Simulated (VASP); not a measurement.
Bi2Te2O: relaxation of cell and atoms with PBE

Bi2Te2O:

```
Bi Te O
1.0
     2.05000    1.18357    9.16667
    -2.05000    1.18357    9.16667
     0.00000   -2.36714    9.16667
Bi Te O
2 2 1
Direct
  0.62300 0.62300 0.62300
  0.37700 0.37700 0.37700
  0.78400 0.78400 0.78400
  0.21600 0.21600 0.21600
  0.00000 0.00000 0.00000
```

- Program: VASP 6.6.1
- Task: relaxation of cell and atoms
- Functional: PBE
- Potentials or basis: VASP PAW PBE potentials, release 64 (Bi_d, Te, O)
- Cutoff: 600 eV
- k mesh: 3 × 3 × 3
- Occupations: gaussian, width 0.15 eV
- Spin: no spin polarisation
- Dipole correction: no
- Further INCAR settings: ALGO = Normal; EDIFF = 1e-06; IBRION = 2; EDIFFG = -0.08; NSW = 36; ISIF = 3

```
Relaxed volume                        : 27.68 Å³/atom
Relaxed cell                          : a = 9.291 Å, b = 9.291 Å, c = 9.291 Å, α = 26.26°, β = 26.26°, γ = 26.26°
Space group after relaxing (to 0.1 Å) : R-3m (No. 166)
Energy gained by relaxing             : 75.0 meV/atom
Ionic steps                           : 8
Pressure after relaxing               : -0.1 GPa
Largest force after relaxing          : 0.058 eV/Å
Band gap on the k mesh                : 0.19 eV
```

Forces on the atoms (eV/Å):
```
Bi   0.000  0.000  0.026
Bi   0.000  0.000 -0.026
Te   0.000  0.000  0.058
Te   0.000  0.000 -0.058
O    0.000  0.000  0.000
```

Stress tensor (GPa, compression positive):
```
 0.00  0.00  0.00
 0.00  0.00  0.00
 0.00  0.00 -0.18
```

The path:
```tsv
step	energy change (eV)	largest force (eV/Å)	pressure (GPa)	volume (Å³)
1	0.0000	1.7622	1.36	133.45
2	-0.3281	0.6559	-0.14	137.79
3	-0.3642	0.1581	-0.60	139.90
4	-0.3641	0.1881	-0.60	139.77
5	-0.3675	0.1828	0.52	137.53
6	-0.3685	0.1279	0.15	138.26
7	-0.3711	0.1105	0.10	138.29
8	-0.3748	0.0583	-0.06	138.39
```

Final structure:
```xyz
5
Lattice="2.1109 1.2187 8.9657 -2.1109 1.2187 8.9657 0.0000 -2.4374 8.9657" Properties=species:S:1:pos:R:3 pbc="T T T"
Bi    0.0000    0.0000   16.6015
Bi    0.0000    0.0000   10.2958
Te    0.0000    0.0000   21.0621
Te    0.0000    0.0000    5.8352
O     0.0000    0.0000    0.0000
```

Levels at points of the mesh, in eV from the valence-band top:
```csv
k point,band 22,band 23,band 24,band 25,band 26,band 27
"(0.00, 0.00, 0.00)",-0.56,-0.56,0.00,0.19,1.32,1.32
```

Wall time 11 min on 1 thread of Intel(R) Xeon(R) 6975P-C (Granite Rapids) (shared host), peak memory 1 GiB.

Caveat: the k points lie up to 0.58 Å⁻¹ apart in the final cell; spin-orbit coupling is left out, which moves the levels of the heavy elements; the relaxation stopped at a loose force limit of 0.08 eV/Å, so its end isn't a converged minimum. A k mesh can miss the band edges.
